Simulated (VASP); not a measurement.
# W (Im-3m) in VASP: notebook

Aim: see how the results for W move with the level of theory and the settings. Levels: r2SCAN, PBE+D4. Tasks: single point.

All numbers are computed with VASP 6.6.1; they aren't measurements. Logs are shortened: lines on timing, memory, paths and dates and some standing lists are left out, and cuts for length are marked.

## 1. The cell of the first run

It takes space group Im-3m (No. 229, cubic). Conventional cell: a = 3.192 Å, b = 3.192 Å, c = 3.192 Å, α = 90.00°, β = 90.00°, γ = 90.00°. Within 3.6 Å of W (site symmetry m-3m) lie 14 W at 2.76 to 3.19 Å.

## 2. Single point, r2SCAN

POSCAR reads:

```
W
1.0
   -1.5959048000      1.5959048000      1.5959048000
    1.5959048000     -1.5959048000      1.5959048000
    1.5959048000      1.5959048000     -1.5959048000
W
1
Direct
    0.0000000000      0.0000000000      0.0000000000
```

INCAR.step1 reads:

```
SYSTEM = W
PREC = Accurate
ENCUT = 520
ISMEAR = -1
SIGMA = 0.1
LREAL = .FALSE.
LASPH = .TRUE.
NELM = 60
NBANDS = 13
GGA = PE
ALGO = Normal
EDIFF = 1E-4
LWAVE = .TRUE.
LCHARG = .FALSE.
```

INCAR.step2 reads:

```
SYSTEM = W
PREC = Accurate
ENCUT = 520
EDIFF = 1E-6
ISMEAR = -1
SIGMA = 0.1
LREAL = .FALSE.
LASPH = .TRUE.
NELM = 60
ALGO = Normal
ISIF = 2
LWAVE = .FALSE.
LCHARG = .FALSE.
METAGGA = R2SCAN
LMIXTAU = .TRUE.
NBANDS = 13
ISTART = 1
```

KPOINTS reads:

```
Automatic mesh
0
G
  15 15 15
  0 0 0
```

Potentials or basis: VASP PAW PBE potentials, release 64 (W_sv).

Launch:

```console
$ cat potpaw_PBE.64/W_sv/POTCAR > POTCAR
$ cp INCAR.step1 INCAR
$ mpirun -np 1 vasp_std > vasp.out
$ cp INCAR.step2 INCAR
$ mpirun -np 1 vasp_std > vasp.out
```

OUTCAR:

```text
SYSTEM = W
   PREC = Accurate
   ENCUT = 520
   EDIFF = 1E-6
   ISMEAR = -1
   LREAL = .FALSE.
   LASPH = .TRUE.
   NELM = 60
   ISIF = 2
   METAGGA = R2SCAN
   ISTART = 1

 ion  position               nearest neighbor table
   1  0.000  0.000  0.000-

  LATTYP: Found a body centered cubic cell.
 ALAT       =     3.1918096000

  Lattice vectors:

 A1 = (  -1.5959048000,   1.5959048000,   1.5959048000)
 A2 = (   1.5959048000,  -1.5959048000,   1.5959048000)
 A3 = (   1.5959048000,   1.5959048000,  -1.5959048000)

Analysis of symmetry for initial positions (statically):
=====================================================================
 Subroutine PRICEL returns:
 Original cell was already a primitive cell.

 Routine SETGRP: Setting up the symmetry group for a
 body centered cubic supercell.

 Subroutine GETGRP returns: Found 48 space group operations
 (whereof 48 operations were pure point group operations)
 out of a pool of 48 trial point group operations.

The static configuration has the point symmetry O_h .

Analysis of symmetry for dynamics (positions and initial velocities):
=====================================================================
 Subroutine PRICEL returns:
 Original cell was already a primitive cell.

 Routine SETGRP: Setting up the symmetry group for a
 body centered cubic supercell.

 Subroutine GETGRP returns: Found 48 space group operations
 (whereof 48 operations were pure point group operations)
 out of a pool of 48 trial point group operations.

The dynamic configuration has the point symmetry O_h .

 Subroutine INISYM returns: Found 48 space group operations
 (whereof 48 operations are pure point group operations),
 and found     1 'primitive' translations

----------------------------------------------------------------------------------------

                                     Primitive cell

  volume of cell :      16.2585

  direct lattice vectors                    reciprocal lattice vectors
    -1.595904800  1.595904800  1.595904800     0.000000000  0.313301896  0.313301896
     1.595904800 -1.595904800  1.595904800     0.313301896  0.000000000  0.313301896
     1.595904800  1.595904800 -1.595904800     0.313301896  0.313301896  0.000000000

  length of vectors
     2.764188198  2.764188198  2.764188198     0.443075791  0.443075791  0.443075791

  position of ions in fractional coordinates (direct lattice)
     0.000000000  0.000000000  0.000000000

  ion indices of the primitive-cell ions
   primitive index   ion index
                 1           1

----------------------------------------------------------------------------------------

 KPOINTS: Automatic mesh

Automatic generation of k-mesh.
 Grid dimensions read from file:
 generate k-points for:   15   15   15

 Generating k-lattice:

  Cartesian coordinates                     Fractional coordinates (reciprocal lattice)
     0.000000000  0.020886793  0.020886793     0.066666667  0.000000000  0.000000000
     0.020886793  0.000000000  0.020886793     0.000000000  0.066666667  0.000000000
     0.020886793  0.020886793  0.000000000     0.000000000  0.000000000  0.066666667

  Length of vectors
     0.029538386  0.029538386  0.029538386

  Shift w.r.t. Gamma in fractional coordinates (k-lattice)
     0.000000000  0.000000000  0.000000000

 Subroutine IBZKPT returns following result:
 ===========================================

 Found    120 irreducible k-points:

 Following reciprocal coordinates:
            Coordinates               Weight
  0.000000  0.000000  0.000000      1.000000
  0.066667  0.000000  0.000000     12.000000
  0.133333  0.000000  0.000000     12.000000
  0.200000  0.000000  0.000000     12.000000
  0.266667  0.000000  0.000000     12.000000
  0.333333  0.000000  0.000000     12.000000
[... 16 lines left out ...]
  0.333333  0.200000 -0.000000     48.000000
  0.400000  0.200000 -0.000000     24.000000
 [... further k-points ...]
   k-points           NKPTS =    120   k-points in BZ     NKDIM =    120   number of bands    NBANDS=     13
   number of dos      NEDOS =    301   number of ions     NIONS =      1
   total plane-waves  NPLWV =  13824
   dimension x,y,z NGX =    24 NGY =   24 NGZ =   24
   dimension x,y,z NGXF=    48 NGYF=   48 NGZF=   48
   ions per type =               1
   NGX,Y,Z   is equivalent  to a cutoff of  14.43, 14.43, 14.43 a.u.
   NGXF,Y,Z  is equivalent  to a cutoff of  28.87, 28.87, 28.87 a.u.
 SYSTEM =  W
   PREC   = accura    normal or accurate (medium, high low for compatibility)
   ISTART =      1    job   : 0-new  1-cont  2-samecut
   ICHARG =      0    charge: 1-file 2-atom 10-const
   ISPIN  =      1    spin polarized calculation?
   LNONCOLLINEAR =      F non collinear calculations
   LSORBIT =      F    spin-orbit coupling
   LASPH  =      T    aspherical Exc in radial PAW
   ENCUT  =  520.0 eV  38.22 Ry    6.18 a.u.   5.14  5.14  5.14*2*pi/ulx,y,z
   NELM   =     60;   NELMIN=  2; NELMDL=  0     # of ELM steps
   EDIFF  = 0.1E-05   stopping-criterion for ELM
   LREAL  =      F    real-space projection
   EDIFFG = 0.1E-04   stopping-criterion for IOM
   NSW    =      0    number of steps for IOM
   IBRION =     -1    ionic relax: 0-MD 1-quasi-New 2-CG
   NFREE  =      0    steps in history (QN), initial steepest desc. (CG)
   ISIF   =      2    stress and relaxation
   ISYM   =      2    0-nonsym 1-usesym 2-fastsym
   POTIM  = 0.5000    time-step for ionic-motion
   TEBEG  =    0.0;   TEEND  =   0.0 temperature during run
   PSTRESS=    0.0 pullay stress
   NELECT =      14.0000    total number of electrons
   NUPDOWN=      -1.0000    fix difference up-down
   EMIN   =  10.00;   EMAX   =-10.00  energy-range for DOS
   EFERMI =   0.00;   METHOD = LEGACY
   ISMEAR =    -1;   SIGMA  =   0.10  broadening in eV -4-tet -1-fermi 0-gaus
   EFERMI_NEDOS =   21; number of points for ismear=-14 and -15
   IALGO  =     38    algorithm
   IMIX   =      4    mixing-type and parameters
     AMIX     =   0.40;   BMIX     =  1.00
     AMIX_MAG =   1.60;   BMIX_MAG =  1.00
  volume/ion in A,a.u.               =      16.26       109.72
  Fermi-wavevector in a.u.,A,eV,Ry     =   1.557485  2.943220 33.004461  2.425759
  Thomas-Fermi vector in A             =   2.661128
   LORBIT       =      0    0 simple, 1 ext, 2 COOP (PROOUT), +10 PAW based schemes
   METAGGA = R2SCAN    functional components
   LHFCALC =     F    Hartree Fock is set to
   AEXX    =    0.0000 exact exchange contribution
   IVDW    =     0    specifies the selected vdW correction
   LEPSILON=     F    determine dielectric tensor
   LRPA    =     F    only Hartree local field effects (RPA)
 non-spin polarized calculation
  energy-cutoff  :      520.00
  volume of cell :       16.26
 maximum number of plane-waves:       450
 NGX is ok and might be reduce to    24
   NGX = 11   NGY = 11   NGZ = 11

 number of electron      14.0000002 magnetization

 Free energy of the ion-electron system (eV)
  ---------------------------------------------------
  ext. energy  EPLUGINS =         0.00000000
  ---------------------------------------------------
  free energy    TOTEN  =       -51.35228202 eV

  energy without entropy =      -51.33957438  energy(sigma->0) =      -51.34592820

 E-fermi :  10.8847     XC(G=0): -14.7962

 val. band max:       10.8423686308   @ k =  -0.3333   0.4000   0.2667
 cond. band min:      10.9982751384   @ k =   0.4667   0.0667   0.0000
 fundamental gap:      0.1559065075
 Fermi energy:        10.8846767768

 k-point     1 :       0.0000    0.0000    0.0000
  band No.  band energies     occupation
      1     -65.2246      2.00000
      2     -28.1225      2.00000
      3     -28.1225      2.00000
      4     -28.1225      2.00000
      5       0.9412      2.00000
      6       9.6853      1.99999
      7       9.6853      1.99999
      8       9.6853      1.99999
      9      13.4310      0.00000
     10      13.4310      0.00000
     11      26.1280      0.00000
     12      26.1280      0.00000
     13      26.1280      0.00000

 k-point     2 :       0.0667    0.0000    0.0000
  band No.  band energies     occupation
      1     -65.2189      2.00000
      2     -28.1814      2.00000
      3     -28.1408      2.00000
      4     -28.1227      2.00000
      5       1.1589      2.00000
      6       9.5526      2.00000
      7       9.6527      1.99999
      8       9.8941      1.99990
      9      13.2212      0.00000
     10      13.4309      0.00000
     11      26.3089      0.00000
     12      26.4997      0.00000
     13      26.6380      0.00000

 k-point     3 :       0.1333    0.0000    0.0000
  band No.  band energies     occupation
      1     -65.2024      2.00000
      2     -28.3456      2.00000
      3     -28.1923      2.00000
      4     -28.1234      2.00000
      5       1.7783      2.00000
      6       9.1979      2.00000
      7       9.5070      2.00000
      8      10.5108      1.95352
      9      12.8294      0.00000
     10      13.4458      0.00000
     11      26.7045      0.00000
     12      27.5671      0.00000
     13      27.8111      0.00000
[... 305 lines left out ...]
 k-point    23 :       0.3333    0.2000   -0.0000
  band No.  band energies     occupation
      1     -65.0835      2.00000
      2     -29.2142      2.00000
      3     -28.6777      2.00000
      4     -28.2483      2.00000
      5       5.7483      2.00000
      6       7.5738      2.00000
      7       9.1316      2.00000
      8      13.0436      0.00000
      9      14.3560      0.00000
     10      18.5465      0.00000
     11      21.3174      0.00000
     12      24.9422      0.00000
     13      27.6071      0.00000

 k-point    24 :       0.4000    0.2000   -0.0000
  band No.  band energies     occupation
      1     -65.0787      2.00000
      2     -29.2343      2.00000
      3     -28.7123      2.00000
      4     -28.2508      2.00000
      5       5.7440      2.00000
      6       7.5489      2.00000
      7       9.4103      2.00000
      8      13.1010      0.00000
      9      14.5189      0.00000
     10      19.2902      0.00000
     11      20.5218      0.00000
     12      24.4125      0.00000
     13      27.4618      0.00000

 [... further k-points ...]
[... 5 lines left out ...]
  --------------------------------------------------------------------------------------
  -------------------------------------------------------------------------------------
  Total       -0.5606638     -0.5606638     -0.5606638      0.0000000     -0.0000000      0.0000000
  in kB      -55.2499833    -55.2499833    -55.2499833      0.0000000     -0.0000000      0.0000000
  external PRESSURE =     -55.2499833 kB  Pullay stress =       0.0000000 kB

 VOLUME and BASIS-vectors are now :
 -----------------------------------------------------------------------------
  energy-cutoff  :      520.00
  volume of cell :       16.26
      direct lattice vectors                 reciprocal lattice vectors
    -1.595904800  1.595904800  1.595904800     0.000000000  0.313301896  0.313301896
     1.595904800 -1.595904800  1.595904800     0.313301896  0.000000000  0.313301896
     1.595904800  1.595904800 -1.595904800     0.313301896  0.313301896  0.000000000

 POSITION                                       TOTAL-FORCE (eV/Angst)
 -----------------------------------------------------------------------------------
      0.00000      0.00000      0.00000         0.000000     -0.000000     -0.000000
 -----------------------------------------------------------------------------------
    total drift:                               -0.000000      0.000000      0.000000

  FREE ENERGIE OF THE ION-ELECTRON SYSTEM (eV)
  ---------------------------------------------------
  free  energy   TOTEN  =       -51.3522820177 eV

  energy  without entropy=      -51.3395743830  energy(sigma->0) =      -51.34592820
```

Wall time 42 s (1 thread of Intel Xeon Platinum 8559C (Emerald Rapids), shared host); peak memory 0.15 GiB.

Results:

| Item | Value |
| --- | --- |
| Free energy | -51.3523 eV |
| Pressure | -5.5 GPa |
| Band gap on the k mesh | zero (band 7 reaches 15.56 eV, above the bottom of band 8 at 9.69 eV) |

Levels at points of the mesh, in eV from the Fermi level:
| k point | band 4 | band 5 | band 6 | band 7 | band 8 | band 9 | band 10 | band 11 |
| --- | --- | --- | --- | --- | --- | --- | --- | --- |
| (0.00, 0.00, 0.00) | -39.01 | -9.94 | -1.20 | -1.20 | -1.20 | 2.55 | 2.55 | 15.24 |

Caveat: the PAW data sets were made with another functional, which shifts forces and pressure a little; spin-orbit coupling is left out, which moves the levels of the heavy elements.

(Part 1 of 2 ends here.)
